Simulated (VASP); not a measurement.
Set up this calculation in VASP 6.6.1, as the native input.

```yaml
Task: single point
Functional: PBE
Potentials_or_basis: VASP PAW PBE potentials, release 64 (Li_sv, H)
Cutoff: 520 eV
k_mesh: 12 × 12 × 12
Occupations: gaussian, width 0.1 eV
Spin: no spin polarisation
Dipole_correction: no
Further_INCAR_settings: ALGO = Normal; EDIFF = 1e-07; NBANDS = 16
```

The structure of Li2H lies in POSCAR:

```
Li2H
1.0
   -2.0520147019      2.0520147019      4.1520959598
    2.0520147019     -2.0520147019      4.1520959598
    2.0520147019      2.0520147019     -4.1520959598
Li H
4 2
Direct
    0.2739809832      0.2739809832      0.0000000000
    0.7260190168      0.7260190168      0.0000000000
    0.4760190168      0.9760190168      0.5000000000
    0.0239809832      0.5239809832      0.5000000000
    0.2500000000      0.7500000000      0.5000000000
    0.5000000000      0.5000000000      0.0000000000
```

One way to write it, as run:

INCAR

```
PREC = Accurate
ENCUT = 520
EDIFF = 1E-7
ISMEAR = 0
SIGMA = 0.1
LREAL = F
LASPH = T
NELM = 60
ALGO = Normal
ISIF = 2
LWAVE = F
LCHARG = T
GGA = PE
LELF = T
LVHAR = T
NBANDS = 16
```

KPOINTS

```
Automatic mesh
0
Gamma
  12 12 12
```

Potentials or basis: VASP PAW PBE potentials, release 64 (Li_sv, H).

The run is started by

```bash
$ cat potpaw_PBE.64/Li_sv/POTCAR potpaw_PBE.64/H/POTCAR > POTCAR
$ mpirun -np 1 vasp_std > vasp.out
```

Results of the run:

```json
{"Band gap on the k mesh": "zero (band 7 reaches 3.08 eV, above the bottom of band 8 at 0.88 eV)"}
```

It took 4.2 min on 1 thread of Intel(R) Xeon(R) Platinum 8259CL CPU @ 2.50GHz (Skylake/Cascade Lake) (shared host), peak memory 0.32 GiB.
